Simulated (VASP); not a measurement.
Set up this calculation in VASP 6.6.1, as the native input.

* Task: single point
* Functional: revPBE
* Potentials or basis: VASP PAW PBE potentials, release 64 (Sb)
* Cutoff: 500 eV
* k mesh: 11 × 11 × 11
* Occupations: fermi-dirac, width 0.1 eV
* Spin: no spin polarisation
* Dipole correction: no
* Further INCAR settings: ALGO = Normal; EDIFF = 1e-06; NBANDS = 8

The structure of Sb lies in POSCAR:

```
Sb
1.0
    2.9925291630      0.0000000000      0.0000000000
    0.0000000000      2.9925291630      0.0000000000
    0.0000000000      0.0000000000      2.9925291630
Sb
1
Direct
    0.0000000000      0.0000000000      0.0000000000
```

This cell differs from its parent crystal: volume scaled by 0.88.

These files were run (other wordings do the same):

INCAR

```
SYSTEM = Sb
  PREC = Accurate
  ENCUT = 500
  EDIFF = 1E-6
  ISMEAR = -1
  SIGMA = 0.1
  LREAL = .False.
  LASPH = .True.
  NELM = 120
  ALGO = Normal
  ISIF = 2
  LWAVE = .False.
  LCHARG = .True.
  GGA = RE
  LELF = .True.
  LVHAR = .True.
  NBANDS = 8
  GGA_COMPAT = .False.
```

KPOINTS

```
Automatic mesh
0
Gamma
  11 11 11
  0 0 0
```

Potentials or basis: VASP PAW PBE potentials, release 64 (Sb).

Launch:

```sh
$ cat potpaw_PBE.64/Sb/POTCAR > POTCAR
$ mpirun -np 1 vasp_std > vasp.out
```

It gave:

* Pressure: 9.3 GPa

Caveat: the PAW data sets were made with another functional, which shifts forces and pressure a little.

Wall time 5.9 s on 1 thread of Intel Xeon 6975P-C, on a shared host, peak memory 0.14 GiB.
